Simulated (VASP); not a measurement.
Wanted: the native input for a VASP 6.6.1 run.

- Task: single point
- Functional: PBEsol
- Potentials or basis: VASP PAW PBE potentials, release 64 (Sn_d, O)
- Cutoff: 520 eV
- k mesh: 9 × 9 × 9
- Occupations: fermi-dirac, width 0.05 eV
- Spin: no spin polarisation
- Dipole correction: no
- Further INCAR settings: ALGO = Normal; EDIFF = 1e-07; NBANDS = 20

The structure of SnO2 lies in POSCAR:

```
SnO2
1.0
    0.0000000000      2.5393599245      2.5393599245
    2.5393599245      0.0000000000      2.5393599245
    2.5393599245      2.5393599245      0.0000000000
Sn O
1 2
Direct
    0.0000000000      0.0000000000      0.0000000000
    0.7500000000      0.7500000000      0.7500000000
    0.2500000000      0.2500000000      0.2500000000
```

This cell differs from its parent crystal: volume scaled by 0.96.

One way to write it, as run:

INCAR

```
PREC = Accurate ; ENCUT = 520
EDIFF = 1E-7 ; ISMEAR = -1
SIGMA = 0.05 ; LREAL = False
LASPH = True ; NELM = 80
ALGO = Normal ; ISIF = 2
LWAVE = False ; LCHARG = False
GGA = PS ; NBANDS = 20
```

KPOINTS

```
regular mesh
0
Gamma
  9 9 9
```

Potentials or basis: VASP PAW PBE potentials, release 64 (Sn_d, O).

Run with:

```sh
$ cat potpaw_PBE.64/Sn_d/POTCAR potpaw_PBE.64/O/POTCAR > POTCAR
$ mpirun -np 1 vasp_std > vasp.out
```

Results of the run:

| Property | Result |
| --- | --- |
| Pressure | 1.4 GPa |

Caveat: the PAW data sets were made with another functional, which shifts forces and pressure a little.

Run time: 36 s on 1 thread of Intel(R) Xeon(R) Platinum 8488C (Sapphire Rapids), on a shared host, peak memory 0.16 GiB.
